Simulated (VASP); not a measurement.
Here is a VASP 6.6.1 calculation.

Contents of INCAR:

```
SYSTEM = Pb
ALGO = Normal ; EDIFF = 1E-8
ENCUT = 400 ; GGA = PS
GGA_COMPAT = .FALSE. ; ISIF = 2
ISMEAR = -1 ; LASPH = .TRUE.
LCHARG = .FALSE. ; LEFG = .TRUE.
LREAL = .FALSE. ; LWAVE = .FALSE.
NBANDS = 21 ; NELM = 120
PREC = Accurate ; SIGMA = 0.05
```

KPOINTS

```
k-points
0
G
  12 12 7
  0 0 0
```

Contents of POSCAR:

```
Pb
1.0
    3.5844007113      0.0000000000      0.0000000000
   -1.7922003557      3.1041820733      0.0000000000
    0.0000000000      0.0000000000      5.5900000000
Pb
2
Direct
    0.3333333333      0.6666666667      0.2500000000
    0.6666666667      0.3333333333      0.7500000000
```

Potentials or basis: VASP PAW PBE potentials, release 64 (Pb_d).

Command:

```sh
$ cat potpaw_PBE.64/Pb_d/POTCAR > POTCAR
$ mpirun -np 1 vasp_std > vasp.out
```

What does it give for the band gap on the k mesh?

Zero (band 14 reaches 11.82 eV, above the bottom of band 15 at 4.83 eV).

Estimate the pressure.

-1.9 GPa.

Electric field gradients, principal values (V/Å²):
```tsv
atom	least	middle	greatest (by size)
1 Pb	16.182	16.186	-32.368
2 Pb	16.182	16.186	-32.368
```

Caveat: the cell differs from its parent crystal (equal xx and yy strain of +3 %); without QUAD_EFG the Cq values of the log hold for a quadrupole moment of 1 mb, not for the nuclei; the PAW data sets were made with another functional, which shifts forces and pressure a little; spin-orbit coupling is left out, which moves the levels of the heavy elements.
